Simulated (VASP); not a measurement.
Write the native input for VASP 6.6.1 that does the following.

```yaml
Task: single point
Functional: PBE
Potentials_or_basis: VASP PAW PBE potentials, release 64 (Ta_pv, V_sv)
Cutoff: 500 eV
k_mesh: 12 × 12 × 8
Occupations: fermi-dirac, width 0.08 eV
Spin: collinear spin, ferromagnetic start
Starting_moments: "[0.0, 2.0] μB"
Dipole_correction: no
Further_INCAR_settings: ALGO = Normal; EDIFF = 1e-06; NBANDS = 23
```

The structure of TaV lies in POSCAR:

```
TaV
1.0
    1.5794625347     -2.2686526116      0.0000000000
    1.5794625347      2.2686526116      0.0000000000
    0.0000000000      0.0000000000      4.2677643924
Ta V
1 1
Direct
    0.0000000000      0.0000000000      0.0000000000
    0.5000000000      0.5000000000      0.5000000000
```

The input as run:

INCAR

```
PREC = Accurate ; ENCUT = 500
EDIFF = 1E-6 ; ISMEAR = -1
SIGMA = 0.08 ; LREAL = F
LASPH = T ; NELM = 200
ALGO = Normal ; ISIF = 2
LWAVE = F ; LCHARG = F
ISPIN = 2 ; MAGMOM = 0 2
LORBIT = 11 ; LMAXMIX = 4
GGA = PE ; NBANDS = 23
GGA_COMPAT = F
```

KPOINTS

```
Automatic mesh
0
Gamma
  12 12 8
```

Potentials or basis: VASP PAW PBE potentials, release 64 (Ta_pv, V_sv).

Launch:

```sh
$ cat potpaw_PBE.64/Ta_pv/POTCAR potpaw_PBE.64/V_sv/POTCAR > POTCAR
$ mpirun -np 1 vasp_std > vasp.out
```

It gave:

```json
{
 "Pressure": "10.1 GPa",
 "Band gap on the k mesh": "zero (filled and empty bands overlap)",
 "Net moment": "0.00 μB per cell",
 "Valence electrons inside the program's atomic spheres": "Ta 9.11; V 11.62"
}
```

Caveat: the cell stands under pressure; spin-orbit coupling is left out, which moves the levels of the heavy elements.

Run time: 8.3 min on 1 thread of Intel Xeon 8259CL, on a shared host, peak memory 0.29 GiB.
